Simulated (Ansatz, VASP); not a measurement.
**TiAl in VASP and in Ansatz**

```xyz
2
Lattice="2.9247 0.0000 0.0000 0.0000 2.9247 0.0000 0.0000 0.0000 2.9247" Properties=species:S:1:pos:R:3 pbc="T T T"
Ti    0.0000    0.0000    0.0000
Al    1.4624    1.4624    1.4624
```

Change from the starting cell: strain -0.080 along x and y, -0.080 along z, atoms carried along.

Alike in both runs: task single point; functional r2SCAN; k mesh 16 × 16 × 16; occupations gaussian, width 0.15 eV; no spin polarisation.

|  | VASP | Ansatz |
| --- | --- | --- |
| version | VASP 6.6.1 | Ansatz 0.2.0 |
| potentials or method | VASP PAW PBE potentials, release 64 (Ti_sv, Al), cutoff 520 eV | scalar-relativistic, plane waves, PAW |
| valence electrons in the cell | 15 | 15 |

Ansatz gave:

| Property | Result |
| --- | --- |
| gap on the k mesh at the Fermi level (eV) | none |
| pressure (GPa) | 46.7 |

Q: Which values does VASP return?

A: gap on the k mesh at the Fermi level (eV): none; pressure (GPa): 47.1.

VASP's potentials were made for PBE, not for r2SCAN. A gap of «none» marks a metal or a gap that the smearing closes. Both programs put the cell under a high pressure, so it lies far from rest at this level.
